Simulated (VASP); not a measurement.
# SnO2 (P4_2/mnm) in VASP: a series of runs

Runs on SnO2. Level: PBEsol. Tasks: single point.

Program: VASP 6.6.1. These are calculated values, not measurements. Logs are shortened: lines on timing, memory, paths and dates and some standing lists are left out, and cuts for length are marked.

## Step 1: The cell of the first run

Symmetry: P4_2/mnm, No. 136, tetragonal system. Conventional cell: a = 4.677 Å, b = 4.677 Å, c = 3.185 Å, α = 90.00°, β = 90.00°, γ = 90.00°. Sn (site symmetry mmm) has 6 O at 2.02 to 2.05 Å within 2.7 Å. O (site symmetry m2m) has 3 Sn at 2.02 to 2.05 Å and 1 O at 2.57 Å within 2.7 Å.

## Step 2: Single point, PBEsol

Input file INCAR:

```
  PREC = Accurate
  ENCUT = 520
  EDIFF = 1E-7
  ISMEAR = -1
  SIGMA = 0.05
  LREAL = F
  LASPH = T
  NELM = 60
  ALGO = Normal
  ISIF = 2
  LWAVE = F
  LCHARG = F
  GGA = PS
  NBANDS = 35
```

Input file KPOINTS:

```
Automatic mesh
0
Gamma
  6 6 8
```

Input file POSCAR:

```
SnO2
1.0
    4.6774320814      0.0000000000      0.0000000000
    0.0000000000      4.6774320814      0.0000000000
    0.0000000000      0.0000000000      3.1852206131
Sn O
2 4
Direct
    0.5000000000      0.5000000000      0.5000000000
    0.0000000000      0.0000000000      0.0000000000
    0.8056319017      0.1943680983      0.5000000000
    0.6943680983      0.6943680983      0.0000000000
    0.1943680983      0.8056319017      0.5000000000
    0.3056319017      0.3056319017      0.0000000000
```

Potentials or basis: VASP PAW PBE potentials, release 64 (Sn_d, O).

Run with:

```
$ cat potpaw_PBE.64/Sn_d/POTCAR potpaw_PBE.64/O/POTCAR > POTCAR
$ mpirun -np 1 vasp_std > vasp.out
```

OUTCAR:

```text
PREC = Accurate
   ENCUT = 520
   EDIFF = 1E-7
   ISMEAR = -1
   LREAL = F
   LASPH = T
   NELM = 60
   ISIF = 2
   GGA = PS

 ion  position               nearest neighbor table
   1  0.500  0.500  0.500-   3 2.02   5 2.02   4 2.05   6 2.05   4 2.05   6 2.05   2 3.67   2 3.67
                             2 3.67   2 3.67   2 3.67   2 3.67   2 3.67   2 3.67
   2  0.000  0.000  0.000-   4 2.02   6 2.02   5 2.05   3 2.05   3 2.05   5 2.05   1 3.67   1 3.67
                             1 3.67   1 3.67   1 3.67   1 3.67   1 3.67   1 3.67
   3  0.806  0.194  0.500-   1 2.02   2 2.05   2 2.05
   4  0.694  0.694  0.000-   2 2.02   1 2.05   1 2.05
   5  0.194  0.806  0.500-   1 2.02   2 2.05   2 2.05
   6  0.306  0.306  0.000-   2 2.02   1 2.05   1 2.05

  LATTYP: Found a simple tetragonal cell.
 ALAT       =     4.6774320814
 C/A-ratio  =     0.6809763472

  Lattice vectors:

 A1 = (   4.6774320814,   0.0000000000,   0.0000000000)
 A2 = (   0.0000000000,   4.6774320814,   0.0000000000)
 A3 = (   0.0000000000,   0.0000000000,   3.1852206131)

Analysis of symmetry for initial positions (statically):
=====================================================================
 Subroutine PRICEL returns:
 Original cell was already a primitive cell.

 Routine SETGRP: Setting up the symmetry group for a
 simple tetragonal supercell.

 Subroutine GETGRP returns: Found 16 space group operations
 (whereof  8 operations were pure point group operations)
 out of a pool of 16 trial point group operations.

The static configuration has the point symmetry D_2h.
 The point group associated with its full space group is D_4h.

Analysis of symmetry for dynamics (positions and initial velocities):
=====================================================================
 Subroutine PRICEL returns:
 Original cell was already a primitive cell.

 Routine SETGRP: Setting up the symmetry group for a
 simple tetragonal supercell.

 Subroutine GETGRP returns: Found 16 space group operations
 (whereof  8 operations were pure point group operations)
 out of a pool of 16 trial point group operations.

The dynamic configuration has the point symmetry D_2h.
 The point group associated with its full space group is D_4h.

 Subroutine INISYM returns: Found 16 space group operations
 (whereof  8 operations are pure point group operations),
 and found     1 'primitive' translations

[... 104 lines left out ...]
   EDIFFG = 0.1E-05   stopping-criterion for IOM
   NSW    =      0    number of steps for IOM
   IBRION =     -1    ionic relax: 0-MD 1-quasi-New 2-CG
   NFREE  =      0    steps in history (QN), initial steepest desc. (CG)
   ISIF   =      2    stress and relaxation
   ISYM   =      2    0-nonsym 1-usesym 2-fastsym
   POTIM  = 0.5000    time-step for ionic-motion
   TEBEG  =    0.0;   TEEND  =   0.0 temperature during run
   PSTRESS=    0.0 pullay stress
   NELECT =      52.0000    total number of electrons
   NUPDOWN=      -1.0000    fix difference up-down
   EMIN   =  10.00;   EMAX   =-10.00  energy-range for DOS
   EFERMI =   0.00;   METHOD = LEGACY
   ISMEAR =    -1;   SIGMA  =   0.05  broadening in eV -4-tet -1-fermi 0-gaus
   EFERMI_NEDOS =   21; number of points for ismear=-14 and -15
   IALGO  =     38    algorithm
   IMIX   =      4    mixing-type and parameters
     AMIX     =   0.40;   BMIX     =  1.00
     AMIX_MAG =   1.60;   BMIX_MAG =  1.00
  volume/ion in A,a.u.               =      11.61        78.38
  Fermi-wavevector in a.u.,A,eV,Ry     =   1.484879  2.806015 29.999025  2.204866
  Thomas-Fermi vector in A             =   2.598361
   LORBIT       =      0    0 simple, 1 ext, 2 COOP (PROOUT), +10 PAW based schemes
   GGA     = PS    functional components
   LHFCALC =     F    Hartree Fock is set to
   AEXX    =    0.0000 exact exchange contribution
   IVDW    =     0    specifies the selected vdW correction
   LEPSILON=     F    determine dielectric tensor
   LRPA    =     F    only Hartree local field effects (RPA)
 non-spin polarized calculation
  energy-cutoff  :      520.00
  volume of cell :       69.69
 maximum number of plane-waves:      1899
 NGX is ok and might be reduce to    36
   NGX = 17   NGY = 17   NGZ = 11

 number of electron      51.9999985 magnetization

 Free energy of the ion-electron system (eV)
  ---------------------------------------------------
  ext. energy  EPLUGINS =         0.00000000
  ---------------------------------------------------
  free energy    TOTEN  =       -39.55103148 eV

  energy without entropy =      -39.55103147  energy(sigma->0) =      -39.55103148

 E-fermi :   7.0530     XC(G=0): -11.6844

 val. band max:        6.3351482159   @ k =   0.0000   0.0000   0.0000
 cond. band min:       7.7526149545   @ k =   0.0000   0.0000   0.0000
 fundamental gap:      1.4174667386
 Fermi energy:         7.0530151698

 k-point     1 :       0.0000    0.0000    0.0000
  band No.  band energies     occupation
      1     -14.7508      2.00000
      2     -13.8719      2.00000
      3     -13.5725      2.00000
      4     -13.5471      2.00000
      5     -13.5471      2.00000
      6     -13.5193      2.00000
[... 901 lines left out ...]
     34      18.7783      0.00000
     35      19.0433      0.00000

 [... further k-points ...]

------------------------ aborting loop because EDIFF is reached ----------------------------------------

  FORCE on cell =-STRESS in cart. coord.  units (eV):
  Direction    XX          YY          ZZ          XY          YZ          ZX
  --------------------------------------------------------------------------------------
  -------------------------------------------------------------------------------------
  Total        4.6258818      4.6258818      4.7723969      0.0000000      0.0000000      0.0000000
  in kB      106.3532124    106.3532124    109.7217281      0.0000000      0.0000000      0.0000000
  external PRESSURE =     107.4760510 kB  Pullay stress =       0.0000000 kB

 VOLUME and BASIS-vectors are now :
 -----------------------------------------------------------------------------
  energy-cutoff  :      520.00
  volume of cell :       69.69
      direct lattice vectors                 reciprocal lattice vectors
     4.677432081  0.000000000  0.000000000     0.213792522  0.000000000  0.000000000
     0.000000000  4.677432081  0.000000000     0.000000000  0.213792522  0.000000000
     0.000000000  0.000000000  3.185220613     0.000000000  0.000000000  0.313949996

 POSITION                                       TOTAL-FORCE (eV/Angst)
 -----------------------------------------------------------------------------------
      2.33872      2.33872      1.59261         0.000000      0.000000      0.000000
      0.00000      0.00000      0.00000         0.000000      0.000000      0.000000
      3.76829      0.90914      1.59261        -0.009764      0.009764      0.000000
      3.24786      3.24786      0.00000         0.009764      0.009764      0.000000
      0.90914      3.76829      1.59261         0.009764     -0.009764     -0.000000
      1.42957      1.42957      0.00000        -0.009764     -0.009764     -0.000000
 -----------------------------------------------------------------------------------
    total drift:                                0.000000      0.000000      0.000000

  FREE ENERGIE OF THE ION-ELECTRON SYSTEM (eV)
  ---------------------------------------------------
  free  energy   TOTEN  =       -39.5510314815 eV

  energy  without entropy=      -39.5510314723  energy(sigma->0) =      -39.55103148
```

OSZICAR:

```text
N       E                     dE             d eps       ncg     rms          rms(c)
DAV:   1     0.646019617941E+03    0.64602E+03   -0.25429E+04  3811   0.233E+03
DAV:   2     0.551493201402E+02   -0.59087E+03   -0.55664E+03  3796   0.614E+02
DAV:   3    -0.401745485048E+02   -0.95324E+02   -0.93710E+02  3784   0.208E+02
DAV:   4    -0.450158874931E+02   -0.48413E+01   -0.48076E+01  4393   0.503E+01
DAV:   5    -0.451402697747E+02   -0.12438E+00   -0.12419E+00  4386   0.848E+00    0.154E+01
DAV:   6    -0.395373226239E+02    0.56029E+01   -0.15167E+01  5616   0.613E+01    0.630E+00
DAV:   7    -0.396052129345E+02   -0.67890E-01   -0.18450E+00  4061   0.752E+00    0.322E+00
DAV:   8    -0.395605704972E+02    0.44642E-01   -0.16789E-01  5068   0.419E+00    0.705E-01
DAV:   9    -0.395505953955E+02    0.99751E-02   -0.32320E-02  5727   0.319E+00    0.129E-01
DAV:  10    -0.395509722936E+02   -0.37690E-03   -0.33632E-03  4387   0.441E-01    0.568E-02
DAV:  11    -0.395510323081E+02   -0.60014E-04   -0.17068E-04  4978   0.902E-02    0.150E-02
DAV:  12    -0.395510329592E+02   -0.65109E-06   -0.11459E-05  4800   0.244E-02    0.878E-03
DAV:  13    -0.395510315422E+02    0.14170E-05   -0.50946E-06  5007   0.422E-02    0.179E-03
DAV:  14    -0.395510314815E+02    0.60697E-07   -0.49906E-07  4269   0.703E-03
   1 F= -.39551031E+02 E0= -.39551031E+02  d E =-.918021E-08
```

stdout:

```text
POSCAR found type information on POSCAR SnO
 POSCAR found :  2 types and       6 ions
 scaLAPACK will be used
 -----------------------------------------------------------------------------
|                                                                             |
|                                                                             |
|     You enforced a specific xc type in the INCAR file but a different       |
|     I HOPE YOU KNOW WHAT YOU ARE DOING!                                     |
|                                                                             |
 -----------------------------------------------------------------------------

 LDA part: xc-table for (Slater+PW92), standard interpolation
 POSCAR, INCAR and KPOINTS ok, starting setup
 FFT: planning ... GRIDC
 FFT: planning ... GRID_SOFT
 FFT: planning ... GRID
 WAVECAR not read
 entering main loop
```

It took 79 s on 1 thread of Intel Xeon Platinum 8259CL at 2.50GHz (Skylake/Cascade Lake), shared host; peak memory 0.23 GiB.

Results:

```yaml
Free_energy: -39.5510 eV
Pressure: 10.7 GPa
Largest_force: 0.014 eV/Å
Band_gap_on_the_k_mesh: 1.42 eV
```

Forces on the atoms (eV/Å):
```
Sn   0.000  0.000  0.000
Sn   0.000  0.000  0.000
O   -0.010  0.010  0.000
O    0.010  0.010  0.000
O    0.010 -0.010  0.000
O   -0.010 -0.010  0.000
```

Stress tensor (GPa, compression positive):
```
10.64  0.00  0.00
 0.00 10.64  0.00
 0.00  0.00 10.97
```

Caveat: the cell stands under pressure; the PAW data sets were made with another functional, which shifts forces and pressure a little; spin-orbit coupling is left out, which moves the levels of the heavy elements. A hybrid or GW would open this gap; PBEsol tends to underestimate it.

## Step 3: Single point, PBEsol

This run uses another cell than the first one, of 11.88 Å³/atom.

Input file INCAR:

```
ALGO     = Normal         # electronic algorithm
EDIFF    = 1E-6           # SCF threshold, eV
ENCUT    = 520            # plane-wave cutoff, eV
GGA      = PS             # functional
ISIF     = 2              # what is computed and relaxed
ISMEAR   = -1             # smearing method
LASPH    = True           # aspherical terms in the spheres
LCHARG   = False          # write CHGCAR
LREAL    = False          # projectors in reciprocal space
LWAVE    = False          # write WAVECAR
NBANDS   = 35             # bands
NELM     = 80             # most SCF steps
PREC     = Accurate       # precision mode
SIGMA    = 0.05           # smearing width, eV
```

Input file KPOINTS:

```
k-points
0
Gamma
  6 6 8
```

Input file POSCAR:

```
SnO2
1.0
    4.7206767713      0.0000000000      0.0000000000
    0.0000000000      4.7206767713      0.0000000000
    0.0000000000      0.0000000000      3.1974931524
Sn O
2 4
Direct
    0.5000000000      0.5000000000      0.5000000000
    0.0000000000      0.0000000000      0.0000000000
    0.8058666418      0.1941333582      0.5000000000
    0.6941333582      0.6941333582      0.0000000000
    0.1941333582      0.8058666418      0.5000000000
    0.3058666418      0.3058666418      0.0000000000
```

Potentials or basis: VASP PAW PBE potentials, release 64 (Sn_d, O).

Run with:

```
$ cat potpaw_PBE.64/Sn_d/POTCAR potpaw_PBE.64/O/POTCAR > POTCAR
$ mpirun -np 1 vasp_std > vasp.out
```

OUTCAR:

```text
EDIFF = 1E-6
   ENCUT = 520
   GGA = PS
   ISIF = 2
   ISMEAR = -1
   LASPH = True
   LREAL = False
   NELM = 80
   PREC = Accurate

 ion  position               nearest neighbor table
   1  0.500  0.500  0.500-   3 2.04   5 2.04   4 2.06   6 2.06   4 2.06   6 2.06   2 3.70   2 3.70
                             2 3.70   2 3.70   2 3.70   2 3.70   2 3.70   2 3.70
   2  0.000  0.000  0.000-   4 2.04   6 2.04   5 2.06   3 2.06   3 2.06   5 2.06   1 3.70   1 3.70
                             1 3.70   1 3.70   1 3.70   1 3.70   1 3.70   1 3.70
   3  0.806  0.194  0.500-   1 2.04   2 2.06   2 2.06
   4  0.694  0.694  0.000-   2 2.04   1 2.06   1 2.06
   5  0.194  0.806  0.500-   1 2.04   2 2.06   2 2.06
   6  0.306  0.306  0.000-   2 2.04   1 2.06   1 2.06

  LATTYP: Found a simple tetragonal cell.
 ALAT       =     4.7206767713
 C/A-ratio  =     0.6773378707

  Lattice vectors:

 A1 = (   4.7206767713,   0.0000000000,   0.0000000000)
 A2 = (   0.0000000000,   4.7206767713,   0.0000000000)
 A3 = (   0.0000000000,   0.0000000000,   3.1974931524)

Analysis of symmetry for initial positions (statically):
=====================================================================
 Subroutine PRICEL returns:
 Original cell was already a primitive cell.

 Routine SETGRP: Setting up the symmetry group for a
 simple tetragonal supercell.

 Subroutine GETGRP returns: Found 16 space group operations
 (whereof  8 operations were pure point group operations)
 out of a pool of 16 trial point group operations.

The static configuration has the point symmetry D_2h.
 The point group associated with its full space group is D_4h.

Analysis of symmetry for dynamics (positions and initial velocities):
=====================================================================
 Subroutine PRICEL returns:
 Original cell was already a primitive cell.

 Routine SETGRP: Setting up the symmetry group for a
 simple tetragonal supercell.

 Subroutine GETGRP returns: Found 16 space group operations
[... 134 lines left out ...]
  Fermi-wavevector in a.u.,A,eV,Ry     =   1.473906  2.785279 29.557296  2.172400
  Thomas-Fermi vector in A             =   2.588742
   LORBIT       =      0    0 simple, 1 ext, 2 COOP (PROOUT), +10 PAW based schemes
   GGA     = PS    functional components
   LHFCALC =     F    Hartree Fock is set to
   AEXX    =    0.0000 exact exchange contribution
   IVDW    =     0    specifies the selected vdW correction
   LEPSILON=     F    determine dielectric tensor
   LRPA    =     F    only Hartree local field effects (RPA)
 non-spin polarized calculation
  energy-cutoff  :      520.00
  volume of cell :       71.26
 maximum number of plane-waves:      1942
 NGX is ok and might be reduce to    36
   NGX = 17   NGY = 17   NGZ = 11

 number of electron      51.9999990 magnetization

 Free energy of the ion-electron system (eV)
  ---------------------------------------------------
  ext. energy  EPLUGINS =         0.00000000
  ---------------------------------------------------
  free energy    TOTEN  =       -39.63289647 eV

  energy without entropy =      -39.63289638  energy(sigma->0) =      -39.63289643

 E-fermi :   6.6669     XC(G=0): -11.5621

 val. band max:        6.0705275558   @ k =   0.0000   0.0000   0.0000
 cond. band min:       7.2428681351   @ k =   0.0000   0.0000   0.0000
 fundamental gap:      1.1723405792
 Fermi energy:         6.6668778538

 k-point     1 :       0.0000    0.0000    0.0000
  band No.  band energies     occupation
      1     -14.9763      2.00000
      2     -14.1576      2.00000
      3     -13.8889      2.00000
      4     -13.8635      2.00000
      5     -13.8635      2.00000
      6     -13.8101      2.00000
[... 901 lines left out ...]
     34      18.3688      0.00000
     35      18.5640      0.00000

 [... further k-points ...]

------------------------ aborting loop because EDIFF is reached ----------------------------------------

  FORCE on cell =-STRESS in cart. coord.  units (eV):
  Direction    XX          YY          ZZ          XY          YZ          ZX
  --------------------------------------------------------------------------------------
  -------------------------------------------------------------------------------------
  Total        2.4676461      2.4676461      2.6433585      0.0000000      0.0000000      0.0000000
  in kB       55.4849644     55.4849644     59.4358516      0.0000000      0.0000000      0.0000000
  external PRESSURE =      56.8019268 kB  Pullay stress =       0.0000000 kB

 VOLUME and BASIS-vectors are now :
 -----------------------------------------------------------------------------
  energy-cutoff  :      520.00
  volume of cell :       71.26
      direct lattice vectors                 reciprocal lattice vectors
     4.720676771  0.000000000  0.000000000     0.211834033  0.000000000  0.000000000
     0.000000000  4.720676771  0.000000000     0.000000000  0.211834033  0.000000000
     0.000000000  0.000000000  3.197493152     0.000000000  0.000000000  0.312745001

 POSITION                                       TOTAL-FORCE (eV/Angst)
 -----------------------------------------------------------------------------------
      2.36034      2.36034      1.59875         0.000000      0.000000     -0.000000
      0.00000      0.00000      0.00000         0.000000      0.000000     -0.000000
      3.80424      0.91644      1.59875        -0.009163      0.009163     -0.000000
      3.27678      3.27678      0.00000         0.009163      0.009163      0.000000
      0.91644      3.80424      1.59875         0.009163     -0.009163     -0.000000
      1.44390      1.44390      0.00000        -0.009163     -0.009163     -0.000000
 -----------------------------------------------------------------------------------
    total drift:                               -0.000000      0.000000     -0.000000

  FREE ENERGIE OF THE ION-ELECTRON SYSTEM (eV)
  ---------------------------------------------------
  free  energy   TOTEN  =       -39.6328964735 eV

  energy  without entropy=      -39.6328963818  energy(sigma->0) =      -39.63289643
```

It took 66 s on 1 thread of Intel Xeon Platinum 8259CL at 2.50GHz (Skylake/Cascade Lake), shared host; peak memory 0.23 GiB.

Results:

```yaml
Free_energy: -39.6329 eV
Pressure: 5.7 GPa
Largest_force: 0.013 eV/Å
Band_gap_on_the_k_mesh: 1.17 eV
```

Forces in eV/Å, atoms in the order of the input:
```
Sn   0.000  0.000  0.000
Sn   0.000  0.000  0.000
O   -0.009  0.009  0.000
O    0.009  0.009  0.000
O    0.009 -0.009  0.000
O   -0.009 -0.009  0.000
```

Stress tensor (GPa, compression positive):
```
5.55 0.00 0.00
0.00 5.55 0.00
0.00 0.00 5.94
```

Levels at points of the mesh, in eV from the valence-band top:
| k point | band 24 | band 25 | band 26 | band 27 | band 28 | band 29 |
| --- | --- | --- | --- | --- | --- | --- |
| (0.00, 0.00, 0.00) | -0.79 | -0.79 | 0.00 | 1.17 | 6.04 | 6.12 |
| (0.50, 0.00, 0.00) | -1.23 | -0.64 | -0.64 | 4.39 | 4.39 | 6.91 |
| (0.50, 0.50, 0.00) | -1.35 | -0.91 | -0.91 | 4.80 | 4.80 | 7.39 |
| (0.00, 0.00, 0.50) | -1.71 | -1.28 | -1.28 | 6.15 | 6.15 | 9.62 |
| (0.50, 0.00, 0.50) | -1.12 | -0.70 | -0.70 | 6.44 | 6.44 | 7.97 |
| (0.50, 0.50, 0.50) | -0.97 | -0.84 | -0.84 | 4.78 | 4.78 | 8.75 |

Caveat: the cell stands under pressure; the PAW data sets were made with another functional, which shifts forces and pressure a little; spin-orbit coupling is left out, which moves the levels of the heavy elements.
